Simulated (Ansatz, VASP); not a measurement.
# One calculation of C, two programs

INCAR

```
SYSTEM = C
ALGO     = Normal         ! electronic algorithm
EDIFF    = 1E-6           ! SCF threshold, eV
ENCUT    = 520            ! plane-wave cutoff, eV
GGA      = PE             ! functional
ISIF     = 2              ! what is computed and relaxed
ISMEAR   = -1             ! smearing method
LASPH    = .TRUE.         ! aspherical terms in the spheres
LCHARG   = .FALSE.        ! write CHGCAR
LREAL    = .FALSE.        ! projectors in reciprocal space
LWAVE    = .FALSE.        ! write WAVECAR
NBANDS   = 8              ! bands
NELM     = 80             ! most SCF steps
PREC     = Accurate       ! precision mode
SIGMA    = 0.1            ! smearing width, eV
```

The input KPOINTS:

```
k-points
0
G
  22 22 22
  0 0 0
```

Contents of POSCAR:

```
C
1.0
    0.0000000000      1.3679184549      1.3679184549
    1.3679184549      0.0000000000      1.3679184549
    1.3679184549      1.3679184549      0.0000000000
C
1
Direct
    0.0000000000      0.0000000000      0.0000000000
```

Input for Ansatz:

```yaml
crystal:
  lattice:
    - [0.0, 1.3679184549, 1.3679184549]
    - [1.3679184549, 0.0, 1.3679184549]
    - [1.3679184549, 1.3679184549, 0.0]
  atoms:
    - { symbol: C, position: [0.0, 0.0, 0.0] }
kpoints:
  mp_grid: { grid: [22, 22, 22] }
scf:
  occupations: { method: fermi_dirac, width: 0.1 }
hamiltonian:
  xc: pbe
  pseudopotentials: { kind: paw }
output:
  forces: true
  stress: true
  eigenvalues: true
  populations: true
  write_density: true
  write_potential: true
  elf: true
  volumetric_format: npy
```

Change from the starting cell: volume scaled by 0.7, PAW files.

Alike in both runs: task single point; functional PBE; k mesh 22 × 22 × 22; occupations fermi-dirac, width 0.1 eV; no spin polarisation.

```csv
,VASP,Ansatz
version,VASP 6.6.1,Ansatz 0.2.0
potentials or method,"VASP PAW PBE potentials, release 64 (C)","PAW with Ansatz's default frozen-core files, scalar-relativistic"
plane-wave cutoff (eV),520,420
valence electrons in the cell,4,4
```

VASP gave:

```
pressure (GPa) : 103.2
```

**Question.** Which values does Ansatz return?

**Answer.** Pressure (GPa): 102.9.

Both programs put the cell under a high pressure, so it lies far from rest at this level. The functional is the same, so the differences come from potentials, cutoffs and numerics.

Noted on VASP's run: the cell as given lies far from equilibrium.
